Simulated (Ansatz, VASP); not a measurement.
**Two plane-wave programs on Al3O**

```
Al O
1.0
     2.81684    0.00000    0.00000
     0.00000    2.81684    0.00000
     0.00000    0.00000   21.10430
Al O
3 1
Direct
  0.50000 0.50000 0.18953
  0.00000 0.00000 0.28675
  0.50000 0.50000 0.38401
  0.00000 0.00000 0.48020
```

Alike in both runs: task single point; functional LDA; k mesh 9 × 9 × 1; occupations gaussian, width 0.1 eV; no spin polarisation.

|  | VASP | Ansatz |
| --- | --- | --- |
| version | VASP 6.6.1 | Ansatz 0.2.0 |
| potentials or method | VASP PAW LDA potentials, release 64 (Al, O), cutoff 520 eV | scalar-relativistic, plane waves, PAW |
| valence electrons in the cell | 15 | 15 |

Ansatz gave:

| Quantity | Value |
| --- | --- |
| gap on the k mesh at the Fermi level (eV) | none |
| rms of the force components (eV/Å) | 1.315 |
| work function, face that differs most (eV) | 4.33 |

Estimate VASP's values.

gap on the k mesh at the Fermi level (eV): none; rms of the force components (eV/Å): 1.313; work function, face that differs most (eV): 4.34.

LDA's correlation is that of Perdew and Zunger in VASP and of Perdew and Wang (1992) in Ansatz. Atom by atom the forces differ by 0.002 eV/Å (rms over components). A gap of «none» marks a metal or a gap that the smearing closes. Ansatz's warnings: xc potential rough in thin density.
